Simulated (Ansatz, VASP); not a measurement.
## ScTiSe: VASP beside Ansatz

```xyz
3
Lattice="4.3629 0.0000 0.0000 -2.1815 3.7784 0.0000 0.0000 0.0000 3.5452" Properties=species:S:1:pos:R:3 pbc="T T T"
Sc    0.0000    0.0000    0.0000
Ti    0.0000    2.5189    1.7726
Se    2.1815    1.2595    1.7726
```

Change from the starting cell: species swapped into the YbPPt type (P-6m2, No. 187).

Alike in both runs: functional PBE; k mesh 12 × 12 × 14; occupations gaussian, width 0.1 eV; no spin polarisation.

Ansatz relaxed the structure, and its values are those at the end. VASP's run is a single point on that final structure, the one shown.

```csv
,VASP,Ansatz
version,VASP 6.6.1,Ansatz 0.2.0
potentials or method,"VASP PAW PBE potentials, release 64 (Sc_sv, Ti_sv, Se), cutoff 520 eV","scalar-relativistic, plane waves, PAW"
valence electrons in the cell,29,39
```

VASP gave:

```
gap on the k mesh at the Fermi level (eV) : none
pressure (GPa)                            : 0.1
```

Question: Which values does Ansatz return?

Answer: gap on the k mesh at the Fermi level (eV): none; pressure (GPa): 0.0.

A gap of «none» marks a metal or a gap that the smearing closes. With one functional, cell and mesh, what is left measures potentials, basis and numerics. VASP's potentials hold 29 valence electrons a cell and Ansatz's 39, so a difference there can come from the potentials and not from the codes.
